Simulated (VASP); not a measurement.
# Sb (R-3m) in VASP: notebook, part 2 of 2

VASP 6.6.1. The steps go on from the part before.

### 3 Single point, PBEsol (equal xx and yy strain of +1 %)

INCAR

```
PREC     = Accurate       # precision mode
ENCUT    = 520            # plane-wave cutoff, eV
EDIFF    = 1E-6           # SCF threshold, eV
ISMEAR   = -1             # smearing method
SIGMA    = 0.05           # smearing width, eV
LREAL    = F              # projectors in reciprocal space
LASPH    = T              # aspherical terms in the spheres
NELM     = 60             # most SCF steps
ALGO     = Normal         # electronic algorithm
ISIF     = 2              # what is computed and relaxed
LWAVE    = F              # write WAVECAR
LCHARG   = T              # write CHGCAR
GGA      = PS             # functional
LELF     = T              # ELF
LVHAR    = T            
NBANDS   = 12             # bands
```

KPOINTS

```
regular mesh
0
Gamma
  9 9 9
```

POSCAR

```
Sb
1.0
    2.1721063353      1.2540661774      3.7440000000
   -2.1721063353      1.2540661774      3.7440000000
    0.0000000000     -2.5081323547      3.7440000000
Sb
2
Direct
    0.2336400000      0.2336400000      0.2336400000
    0.7663600000      0.7663600000      0.7663600000
```

Potentials or basis: VASP PAW PBE potentials, release 64 (Sb).

The run is started by

```
> cat potpaw_PBE.64/Sb/POTCAR > POTCAR
> mpirun -np 1 vasp_std > vasp.out
```

Wall time 25 s (1 thread of Intel Xeon Platinum 8488C (Sapphire Rapids), shared host); peak memory 0.21 GiB.

The run converged. Its results:

| Quantity | Value |
| --- | --- |
| Free energy | -9.1175 eV |
| Pressure | -0.6 GPa |
| Largest force | 0.109 eV/Å |
| Band gap on the k mesh | 0.12 eV, indirect (least direct gap 0.48 eV) |

Forces in eV/Å, atoms in the order of the input:
```
Sb   0.000  0.000  0.109
Sb   0.000  0.000 -0.109
```

Levels at points of the mesh, in eV from the valence-band top:
| k point | band 2 | band 3 | band 4 | band 5 | band 6 | band 7 | band 8 | band 9 |
| --- | --- | --- | --- | --- | --- | --- | --- | --- |
| (0.00, 0.00, 0.00) | -4.74 | -1.82 | -1.68 | -1.68 | 2.19 | 2.81 | 2.81 | 5.15 |

Caveat: the cell differs from its parent crystal (equal xx and yy strain of +1 %); the PAW data sets were made with another functional, which shifts forces and pressure a little; spin-orbit coupling is left out, which moves the levels of the heavy elements. A k mesh can miss the band edges.

### 4 Single point, PBEsol (equal xx and yy strain of +3 %)

INCAR

```
  PREC = Accurate
  ENCUT = 520
  EDIFF = 1E-7
  ISMEAR = -1
  SIGMA = 0.05
  LREAL = False
  LASPH = True
  NELM = 100
  ALGO = Normal
  ISIF = 2
  LWAVE = False
  LCHARG = True
  GGA = PS
  LELF = True
  LVHAR = True
  NBANDS = 12
```

KPOINTS is that of step 3.

POSCAR

```
Sb
1.0
    2.2151183420      1.2788991710      3.7440000000
   -2.2151183420      1.2788991710      3.7440000000
    0.0000000000     -2.5577983419      3.7440000000
Sb
2
Direct
    0.2336400000      0.2336400000      0.2336400000
    0.7663600000      0.7663600000      0.7663600000
```

The run is started by

```
> cat potpaw_PBE.64/Sb/POTCAR > POTCAR
> mpirun -np 1 vasp_std > vasp.out
```

It took 28 s on 1 thread of Intel Xeon Platinum 8488C (Sapphire Rapids), shared host; peak memory 0.23 GiB.

Results (log left out):

```yaml
Free_energy: -9.0877 eV
Pressure: -2.7 GPa
Largest_force: 0.041 eV/Å
Band_gap_on_the_k_mesh: 0.17 eV, indirect (least direct gap 0.47 eV)
```

Forces in eV/Å, atoms in the order of the input:
```
Sb   0.000  0.000 -0.041
Sb   0.000  0.000  0.041
```

Stress tensor (GPa, compression positive):
```
-3.17  0.00  0.00
 0.00 -3.17  0.00
 0.00  0.00 -1.91
```

Levels at points of the mesh, in eV from the valence-band top:
```csv
k point,band 3,band 4,band 5,band 6,band 7,band 8
"(0.00, 0.00, 0.00)",-1.59,-1.59,-1.51,2.25,2.83,2.83
```

Caveat: the cell differs from its parent crystal (equal xx and yy strain of +3 %); the PAW data sets were made with another functional, which shifts forces and pressure a little; spin-orbit coupling is left out, which moves the levels of the heavy elements.

### 5 Single point, PBEsol (equal xx and yy strain of -3 %)

INCAR

```
SYSTEM = Sb
ALGO = Normal
EDIFF = 1E-7
ENCUT = 520
GGA = PS
ISIF = 2
ISMEAR = -1
LASPH = .True.
LCHARG = .False.
LREAL = .False.
LWAVE = .False.
NBANDS = 12
NELM = 80
PREC = Accurate
SIGMA = 0.05
```

KPOINTS

```
k-points
0
Gamma
  9 9 9
  0 0 0
```

POSCAR

```
Sb
1.0
    2.0860823220      1.2044001902      3.7440000000
   -2.0860823220      1.2044001902      3.7440000000
    0.0000000000     -2.4088003803      3.7440000000
Sb
2
Direct
    0.2336400000      0.2336400000      0.2336400000
    0.7663600000      0.7663600000      0.7663600000
```

Potentials or basis: VASP PAW PBE potentials, release 64 (Sb).

The run is started by

```
> cat potpaw_PBE.64/Sb/POTCAR > POTCAR
> mpirun -np 1 vasp_std > vasp.out
```

OUTCAR:

```text
SYSTEM = Sb
   EDIFF = 1E-7
   ENCUT = 520
   GGA = PS
   ISIF = 2
   ISMEAR = -1
   LASPH = .True.
   LREAL = .False.
   NELM = 80
   PREC = Accurate

 ion  position               nearest neighbor table
   1  0.234  0.234  0.234-   2 2.84   2 2.84   2 2.84   2 3.29   2 3.29   2 3.29
   2  0.766  0.766  0.766-   1 2.84   1 2.84   1 2.84   1 3.29   1 3.29   1 3.29

  LATTYP: Found a trigonal (rhomboedric) cell.
 ALAT       =     4.4519496035
 COS(alpha) =     0.5608707133

  Lattice vectors:

[... 538 lines left out ...]
      7      13.1601      0.00000
      8      13.7593      0.00000
      9      14.9108      0.00000
     10      16.7453      0.00000
     11      17.9628      0.00000
     12      18.8022      0.00000

 [... further k-points ...]
[... 5 lines left out ...]
  --------------------------------------------------------------------------------------
  -------------------------------------------------------------------------------------
  Total        2.0348402      2.0348402      1.2307245      0.0000000      0.0000000      0.0000000
  in kB       57.7632410     57.7632410     34.9367155      0.0000000      0.0000000      0.0000000
  external PRESSURE =      50.1543992 kB  Pullay stress =       0.0000000 kB

 VOLUME and BASIS-vectors are now :
 -----------------------------------------------------------------------------
  energy-cutoff  :      520.00
  volume of cell :       56.44
      direct lattice vectors                 reciprocal lattice vectors
     2.086082322  1.204400190  3.744000000     0.239683734  0.138381468  0.089031339
    -2.086082322  1.204400190  3.744000000    -0.239683734  0.138381468  0.089031339
     0.000000000 -2.408800380  3.744000000     0.000000000 -0.276762936  0.089031339

 POSITION                                       TOTAL-FORCE (eV/Angst)
 -----------------------------------------------------------------------------------
      0.00000      0.00000      2.62424         0.000000      0.000000      0.581976
      0.00000      0.00000      8.60776         0.000000     -0.000000     -0.581976
 -----------------------------------------------------------------------------------
    total drift:                                0.000000     -0.000000      0.000000

  FREE ENERGIE OF THE ION-ELECTRON SYSTEM (eV)
  ---------------------------------------------------
  free  energy   TOTEN  =        -9.0464363573 eV

  energy  without entropy=       -9.0435586870  energy(sigma->0) =       -9.04499752
```

stdout:

```text
POSCAR found type information on POSCAR Sb
 POSCAR found :  1 types and       2 ions
 scaLAPACK will be used
 -----------------------------------------------------------------------------
|                                                                             |
|                                                                             |
|     You enforced a specific xc type in the INCAR file but a different       |
|     I HOPE YOU KNOW WHAT YOU ARE DOING!                                     |
|                                                                             |
 -----------------------------------------------------------------------------

 LDA part: xc-table for (Slater+PW92), standard interpolation
 POSCAR, INCAR and KPOINTS ok, starting setup
 FFT: planning ... GRIDC
 FFT: planning ... GRID_SOFT
 FFT: planning ... GRID
 WAVECAR not read
 entering main loop
```

Wall time 35 s (1 thread of Intel Xeon Platinum 8488C (Sapphire Rapids), shared host); peak memory 0.22 GiB.

Results:

| Item | Value |
| --- | --- |
| Free energy | -9.0464 eV |
| Pressure | 5.0 GPa |
| Largest force | 0.582 eV/Å |
| Band gap on the k mesh | zero (band 5 reaches 8.22 eV, above the bottom of band 6 at 7.98 eV) |

Forces in eV/Å, atoms in the order of the input:
```
Sb   0.000  0.000  0.582
Sb   0.000  0.000 -0.582
```

Stress tensor (GPa, compression positive):
```
5.78 0.00 0.00
0.00 5.78 0.00
0.00 0.00 3.49
```

Levels at points of the mesh, in eV from the Fermi level:
```csv
k point,band 1,band 2,band 3,band 4,band 5,band 6,band 7,band 8,band 9,band 10
"(0.00, 0.00, 0.00)",-13.33,-4.51,-2.49,-1.82,-1.82,2.05,2.77,2.77,5.11,5.11
```

Caveat: the cell differs from its parent crystal (equal xx and yy strain of -3 %); the PAW data sets were made with another functional, which shifts forces and pressure a little; spin-orbit coupling is left out, which moves the levels of the heavy elements.

### 6 The runs side by side

```csv
cell,gap on the mesh (eV),pressure (GPa),largest force (eV/Å)
"a = 4.465 Å, angles 56.3°, 2 atoms",none,3.4,0.44
"a = 4.506 Å, angles 57.6°, 2 atoms",0.12,-0.6,0.11
"a = 4.534 Å, angles 58.5°, 2 atoms",0.17,-2.7,0.04
"a = 4.452 Å, angles 55.9°, 2 atoms",none,5.0,0.58
```

Alike in all rows: task single point; level PBEsol; potentials or basis VASP PAW PBE potentials, release 64 (Sb); no spin polarisation; k mesh 9 × 9 × 9; cutoff (eV) 520; smearing fermi-dirac 0.05 eV.

Caveats: the PAW data sets were made with another functional, which shifts forces and pressure a little; spin-orbit coupling is left out, which moves the levels of the heavy elements.

Absolute energies hang on the potentials; compare differences alone.
